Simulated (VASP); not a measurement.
# Mg (Pm-3m) in VASP: a series of runs, part 3 of 3

VASP 6.6.1.

## 6. Single point, PBE

This run uses another cell than the first one, of 28.69 Å³/atom.

INCAR reads:

```
PREC = Accurate ; ENCUT = 520
EDIFF = 1E-6 ; ISMEAR = -1
SIGMA = 0.06122561905347299 ; LREAL = F
LASPH = T ; NELM = 100
ALGO = Normal ; ISIF = 2
LWAVE = F ; LCHARG = F
GGA = PE ; NBANDS = 7
```

KPOINTS reads:

```
regular mesh
0
Gamma
  36 36 36
```

POSCAR reads:

```
Mg
1.0
    3.0615078504      0.0000000000      0.0000000000
    0.0000000000      3.0615078504      0.0000000000
    0.0000000000      0.0000000000      3.0615078504
Mg
1
Direct
    0.0000000000      0.0000000000      0.0000000000
```

Potentials or basis: VASP PAW PBE potentials, release 64 (Mg).

Launch:

```sh
$ cat potpaw_PBE.64/Mg/POTCAR > POTCAR
$ mpirun -np 1 vasp_std > vasp.out
```

OUTCAR:

```text
PREC = Accurate
   ENCUT = 520
   EDIFF = 1E-6
   ISMEAR = -1
   LREAL = F
   LASPH = T
   NELM = 100
   ISIF = 2
   GGA = PE

 ion  position               nearest neighbor table
   1  0.000  0.000  0.000-

  LATTYP: Found a simple cubic cell.
 ALAT       =     3.0615078504

  Lattice vectors:

 A1 = (   3.0615078504,   0.0000000000,   0.0000000000)
 A2 = (   0.0000000000,   3.0615078504,   0.0000000000)
 A3 = (   0.0000000000,   0.0000000000,   3.0615078504)

Analysis of symmetry for initial positions (statically):
=====================================================================
 Subroutine PRICEL returns:
 Original cell was already a primitive cell.

 Routine SETGRP: Setting up the symmetry group for a
 simple cubic supercell.

 Subroutine GETGRP returns: Found 48 space group operations
 (whereof 48 operations were pure point group operations)
 out of a pool of 48 trial point group operations.

The static configuration has the point symmetry O_h .

Analysis of symmetry for dynamics (positions and initial velocities):
=====================================================================
 Subroutine PRICEL returns:
 Original cell was already a primitive cell.

 Routine SETGRP: Setting up the symmetry group for a
 simple cubic supercell.

 Subroutine GETGRP returns: Found 48 space group operations
 (whereof 48 operations were pure point group operations)
 out of a pool of 48 trial point group operations.

The dynamic configuration has the point symmetry O_h .

 Subroutine INISYM returns: Found 48 space group operations
 (whereof 48 operations are pure point group operations),
 and found     1 'primitive' translations

----------------------------------------------------------------------------------------

                                     Primitive cell

  volume of cell :      28.6950

[... 105 lines left out ...]
     AMIX     =   0.40;   BMIX     =  1.00
     AMIX_MAG =   1.60;   BMIX_MAG =  1.00
  volume/ion in A,a.u.               =      28.69       193.64
  Fermi-wavevector in a.u.,A,eV,Ry     =   0.673725  1.273156  6.175761  0.453906
  Thomas-Fermi vector in A             =   1.750231
   LORBIT       =      0    0 simple, 1 ext, 2 COOP (PROOUT), +10 PAW based schemes
   GGA     = PE    functional components
   LHFCALC =     F    Hartree Fock is set to
   AEXX    =    0.0000 exact exchange contribution
   IVDW    =     0    specifies the selected vdW correction
   LEPSILON=     F    determine dielectric tensor
   LRPA    =     F    only Hartree local field effects (RPA)
 non-spin polarized calculation
  energy-cutoff  :      520.00
  volume of cell :       28.69
 maximum number of plane-waves:       804
 NGX is ok and might be reduce to    24
   NGX = 11   NGY = 11   NGZ = 11

 number of electron       2.0000000 magnetization

 Free energy of the ion-electron system (eV)
  ---------------------------------------------------
  ext. energy  EPLUGINS =         0.00000000
  ---------------------------------------------------
  free energy    TOTEN  =        -1.12355159 eV

  energy without entropy =       -1.11717052  energy(sigma->0) =       -1.12036106

 E-fermi :   1.4919     XC(G=0):  -7.7889

 val. band max:        1.4910920259   @ k =   0.3889   0.0833   0.0556
 cond. band min:       1.4925514249   @ k =   0.4444   0.2500   0.1111
 fundamental gap:      0.0014593990
 Fermi energy:         1.4919275199

 k-point     1 :       0.0000    0.0000    0.0000
  band No.  band energies     occupation
      1      -4.5070      2.00000
      2       9.4821      0.00000
      3       9.4821      0.00000
      4      10.7054      0.00000
      5      10.7054      0.00000
      6      10.7054      0.00000
      7      14.9799      0.00000
[... 221 lines left out ...]
 k-point    24 :       0.1389    0.0278    0.0000
  band No.  band energies     occupation
      1      -4.1863      2.00000
      2       6.6940      0.00000
      3       9.5249      0.00000
      4      10.9766      0.00000
      5      11.0743      0.00000
      6      12.7807      0.00000
      7      16.5692      0.00000

 [... further k-points ...]

------------------------ aborting loop because EDIFF is reached ----------------------------------------

  FORCE on cell =-STRESS in cart. coord.  units (eV):
  Direction    XX          YY          ZZ          XY          YZ          ZX
  --------------------------------------------------------------------------------------
  -------------------------------------------------------------------------------------
  Total       -0.1585191     -0.1585191     -0.1585191      0.0000000     -0.0000000      0.0000000
  in kB       -8.8508712     -8.8508712     -8.8508712      0.0000000     -0.0000000      0.0000000
  external PRESSURE =      -8.8508712 kB  Pullay stress =       0.0000000 kB

 VOLUME and BASIS-vectors are now :
 -----------------------------------------------------------------------------
  energy-cutoff  :      520.00
  volume of cell :       28.69
      direct lattice vectors                 reciprocal lattice vectors
     3.061507850  0.000000000  0.000000000     0.326636432  0.000000000  0.000000000
     0.000000000  3.061507850  0.000000000     0.000000000  0.326636432  0.000000000
     0.000000000  0.000000000  3.061507850     0.000000000  0.000000000  0.326636432

 POSITION                                       TOTAL-FORCE (eV/Angst)
 -----------------------------------------------------------------------------------
      0.00000      0.00000      0.00000         0.000000      0.000000      0.000000
 -----------------------------------------------------------------------------------
    total drift:                               -0.000000      0.000000      0.000000

  FREE ENERGIE OF THE ION-ELECTRON SYSTEM (eV)
  ---------------------------------------------------
  free  energy   TOTEN  =        -1.1235515920 eV

  energy  without entropy=       -1.1171705248  energy(sigma->0) =       -1.12036106
```

OSZICAR:

```text
N       E                     dE             d eps       ncg     rms          rms(c)
DAV:   1    -0.572386316852E+00   -0.57239E+00   -0.71028E+02 19614   0.187E+02
DAV:   2    -0.113185934282E+01   -0.55947E+00   -0.53182E+00 24262   0.986E+00
DAV:   3    -0.113421630396E+01   -0.23570E-02   -0.23554E-02 23940   0.701E-01
DAV:   4    -0.113422074195E+01   -0.44380E-05   -0.44378E-05 27993   0.231E-02
DAV:   5    -0.113422075158E+01   -0.96323E-08   -0.96403E-08 24080   0.658E-04    0.549E-01
DAV:   6    -0.112866390739E+01    0.55568E-02   -0.10964E-03 23590   0.142E-01    0.352E-01
DAV:   7    -0.112353774059E+01    0.51262E-02   -0.48983E-03 22974   0.269E-01    0.234E-02
DAV:   8    -0.112355167462E+01   -0.13934E-04   -0.45813E-05 24255   0.364E-02    0.612E-03
DAV:   9    -0.112355159196E+01    0.82656E-07   -0.15965E-06 23205   0.479E-03
   1 F= -.11235516E+01 E0= -.11203611E+01  d E =-.638107E-02
```

stdout:

```text
POSCAR found type information on POSCAR Mg
 POSCAR found :  1 types and       1 ions
 scaLAPACK will be used
 LDA part: xc-table for (Slater+PW92), standard interpolation
 POSCAR, INCAR and KPOINTS ok, starting setup
 FFT: planning ... GRIDC
 FFT: planning ... GRID_SOFT
 FFT: planning ... GRID
 WAVECAR not read
 entering main loop
```

It took 53 s on 1 thread of Intel Xeon Platinum 8488C (Sapphire Rapids), shared host; peak memory 0.38 GiB.

What came out:

```
Free energy            : -1.1236 eV
Pressure               : -0.9 GPa
Band gap on the k mesh : zero (bands 1 and 2 overlap by 6.19 eV)
```

## 7. Single point, PBE

This run uses another cell than the first one, of 29.25 Å³/atom.

INCAR reads:

```
SYSTEM = Mg
ALGO = Normal ; EDIFF = 1E-6
ENCUT = 520 ; GGA = PE
ISIF = 2 ; ISMEAR = -1
LASPH = .TRUE. ; LCHARG = .TRUE.
LELF = .TRUE. ; LREAL = .FALSE.
LVHAR = .TRUE. ; LWAVE = .FALSE.
NBANDS = 7 ; NELM = 100
PREC = Accurate ; SIGMA = 0.06122561905347299
```

KPOINTS reads:

```
k-points
0
G
  36 36 36
  0 0 0
```

POSCAR reads:

```
Mg
1.0
    3.0810084262      0.0000000000      0.0000000000
    0.0000000000      3.0810084262      0.0000000000
    0.0000000000      0.0000000000      3.0810084262
Mg
1
Direct
    0.0000000000      0.0000000000      0.0000000000
```

Potentials or basis: VASP PAW PBE potentials, release 64 (Mg).

Launch:

```sh
$ cat potpaw_PBE.64/Mg/POTCAR > POTCAR
$ mpirun -np 1 vasp_std > vasp.out
```

OUTCAR:

```text
SYSTEM = Mg
   EDIFF = 1E-6
   ENCUT = 520
   GGA = PE
   ISIF = 2
   ISMEAR = -1
   LASPH = .TRUE.
   LREAL = .FALSE.
   NELM = 100
   PREC = Accurate

 ion  position               nearest neighbor table
   1  0.000  0.000  0.000-

  LATTYP: Found a simple cubic cell.
 ALAT       =     3.0810084262

  Lattice vectors:

 A1 = (   3.0810084262,   0.0000000000,   0.0000000000)
 A2 = (   0.0000000000,   3.0810084262,   0.0000000000)
 A3 = (   0.0000000000,   0.0000000000,   3.0810084262)

Analysis of symmetry for initial positions (statically):
=====================================================================
 Subroutine PRICEL returns:
 Original cell was already a primitive cell.

 Routine SETGRP: Setting up the symmetry group for a
 simple cubic supercell.

 Subroutine GETGRP returns: Found 48 space group operations
 (whereof 48 operations were pure point group operations)
 out of a pool of 48 trial point group operations.

The static configuration has the point symmetry O_h .

Analysis of symmetry for dynamics (positions and initial velocities):
[... 157 lines left out ...]
 E-fermi :   1.4082     XC(G=0):  -7.7334

 val. band max:        1.4040758657   @ k =   0.4444   0.3889   0.1944
 cond. band min:       1.4099134881   @ k =   0.3889   0.0833   0.0556
 fundamental gap:      0.0058376223
 Fermi energy:         1.4082023127

 k-point     1 :       0.0000    0.0000    0.0000
  band No.  band energies     occupation
      1      -4.5187      2.00000
      2       9.3356      0.00000
      3       9.3356      0.00000
      4      10.4950      0.00000
      5      10.4950      0.00000
      6      10.4950      0.00000
      7      14.7004      0.00000
[... 221 lines left out ...]
 k-point    24 :       0.1389    0.0278    0.0000
  band No.  band energies     occupation
      1      -4.2022      2.00000
      2       6.5551      0.00000
      3       9.3697      0.00000
      4      10.7636      0.00000
      5      10.8683      0.00000
      6      12.5638      0.00000
      7      16.2787      0.00000

 [... further k-points ...]

------------------------ aborting loop because EDIFF is reached ----------------------------------------

  FORCE on cell =-STRESS in cart. coord.  units (eV):
  Direction    XX          YY          ZZ          XY          YZ          ZX
  --------------------------------------------------------------------------------------
  -------------------------------------------------------------------------------------
  Total       -0.2258630     -0.2258630     -0.2258630      0.0000000     -0.0000000      0.0000000
  in kB      -12.3730592    -12.3730592    -12.3730592      0.0000000     -0.0000000      0.0000000
  external PRESSURE =     -12.3730592 kB  Pullay stress =       0.0000000 kB

 VOLUME and BASIS-vectors are now :
 -----------------------------------------------------------------------------
  energy-cutoff  :      520.00
  volume of cell :       29.25
      direct lattice vectors                 reciprocal lattice vectors
     3.081008426  0.000000000  0.000000000     0.324569057  0.000000000  0.000000000
     0.000000000  3.081008426  0.000000000     0.000000000  0.324569057  0.000000000
     0.000000000  0.000000000  3.081008426     0.000000000  0.000000000  0.324569057

 POSITION                                       TOTAL-FORCE (eV/Angst)
 -----------------------------------------------------------------------------------
      0.00000      0.00000      0.00000         0.000000      0.000000      0.000000
 -----------------------------------------------------------------------------------
    total drift:                                0.000000     -0.000000      0.000000

  FREE ENERGIE OF THE ION-ELECTRON SYSTEM (eV)
  ---------------------------------------------------
  free  energy   TOTEN  =        -1.1198869705 eV

  energy  without entropy=       -1.1134278637  energy(sigma->0) =       -1.11665742
```

stdout:

```text
POSCAR found type information on POSCAR Mg
 POSCAR found :  1 types and       1 ions
 scaLAPACK will be used
 LDA part: xc-table for (Slater+PW92), standard interpolation
 POSCAR, INCAR and KPOINTS ok, starting setup
 FFT: planning ... GRIDC
 FFT: planning ... GRID_SOFT
 FFT: planning ... GRID
 WAVECAR not read
 entering main loop
```

It took 3.5 min on 1 thread of AMD EPYC 7R13, shared host; peak memory 0.36 GiB.

Results:

```yaml
Free_energy: -1.1199 eV
Pressure: -1.2 GPa
Band_gap_on_the_k_mesh: zero (bands 1 and 2 overlap by 6.08 eV)
```

Levels at points of the mesh, in eV from the Fermi level:
```csv
k point,band 1,band 2,band 3,band 4,band 5,band 6
"(0.00, 0.00, 0.00)",-5.93,7.93,7.93,9.09,9.09,9.09
"(0.50, 0.00, 0.00)",-2.30,-1.77,10.23,12.24,12.24,12.69
"(0.50, 0.50, 0.00)",1.29,1.29,1.82,2.76,15.04,15.04
"(0.50, 0.50, 0.50)",4.31,4.31,4.31,5.63,5.63,5.63
```

## 8. The runs side by side

```csv
cell,gap on the mesh (eV),pressure (GPa)
"a = 2.981 Å, 1 atom",none,0.9
"a = 3.001 Å, 1 atom",none,0.4
"a = 3.022 Å, 1 atom",none,-0.1
"a = 3.042 Å, 1 atom",none,-0.5
"a = 3.062 Å, 1 atom",none,-0.9
"a = 3.081 Å, 1 atom",none,-1.2
```

Alike in all rows: task single point; level PBE; potentials or basis VASP PAW PBE potentials, release 64 (Mg); no spin polarisation; k mesh 36 × 36 × 36; cutoff (eV) 520; smearing fermi-dirac 0.0612256 eV.

Absolute energies hang on the potentials; compare differences alone.
